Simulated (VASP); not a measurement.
Runs of VASP 6.6.1 on Na2S. The structure is cubic, space group Fm-3m (No. 225). The conventional cell has a = 6.511 Å, b = 6.511 Å, c = 6.511 Å, α = 90.00°, β = 90.00°, γ = 90.00°. Within 3.7 Å of S (site symmetry m-3m) lie 8 Na at 2.82 Å. Within 3.7 Å of Na (site symmetry -43m) lie 4 S at 2.82 Å and 6 Na at 3.26 Å. 

```tsv
level	k mesh	cutoff (eV)	grid for exact exchange (PRECFOCK)	share of exact exchange	screening parameter	gap on the mesh (eV)	pressure (GPa)
r2SCAN	4 × 4 × 4	550	-	-	-	3.11	-0.1
HSE06	4 × 4 × 4	400	Normal	0.25	0.2079 1/Å	3.52	0.0
PBE0	4 × 4 × 4	400	Normal	0.25	-	4.22	-0.1
PBE	4 × 4 × 4	500	-	-	-	2.53	(b)
PBE	6 × 6 × 6	500	-	-	-	2.53	(a)
```

Alike in all rows: task single point; potentials or basis VASP PAW PBE potentials, release 64 (S, Na_pv); no spin polarisation; cell as given; smearing gaussian 0.01 eV.

**Question.** Fill in the values left out.

**Answer.** (a) 0.8; (b) 0.9.

Caveats: the structure was generated, so it needn't be the stable form of Na2S; the PAW data sets were made with another functional, which shifts forces and pressure a little (at least some runs).

